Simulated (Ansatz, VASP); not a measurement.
## One calculation of Cd3HgSe4, two programs

```xyz
8
Lattice="6.2120 0.0000 0.0000 0.0000 6.2120 0.0000 0.0000 0.0000 6.2120" Properties=species:S:1:pos:R:3 pbc="T T T"
Cd    3.1060    0.0000    0.0000
Cd    0.0000    0.0000    3.1060
Cd    0.0000    3.1060    0.0000
Hg    3.1060    3.1060    3.1060
Se    4.6702    1.5417    4.6702
Se    4.6702    4.6702    1.5417
Se    1.5417    1.5417    1.5417
Se    1.5417    4.6702    4.6702
```

Alike in both runs: task single point; functional PBE; k mesh 4 × 4 × 4; occupations gaussian, width 0.1 eV; no spin polarisation.

```csv
,VASP,Ansatz
version,VASP 6.6.1,Ansatz 0.2.0
potentials or method,"VASP PAW PBE potentials, release 64 (Cd, Hg, Se), cutoff 520 eV","scalar-relativistic, plane waves, PAW"
valence electrons in the cell,72,144
```

Ansatz gave:

```
gap on the k mesh at the Fermi level (eV) : 0.10
least direct gap on the mesh (eV)         : 0.10
pressure (GPa)                            : 0.0
```

Q: Which values does VASP return?

A: gap on the k mesh at the Fermi level (eV): 0.09; least direct gap on the mesh (eV): 0.09; pressure (GPa): 0.2.

VASP's potentials hold 72 valence electrons a cell and Ansatz's 144, so a difference there can come from the potentials and not from the codes.

Neither program's run includes spin-orbit coupling.
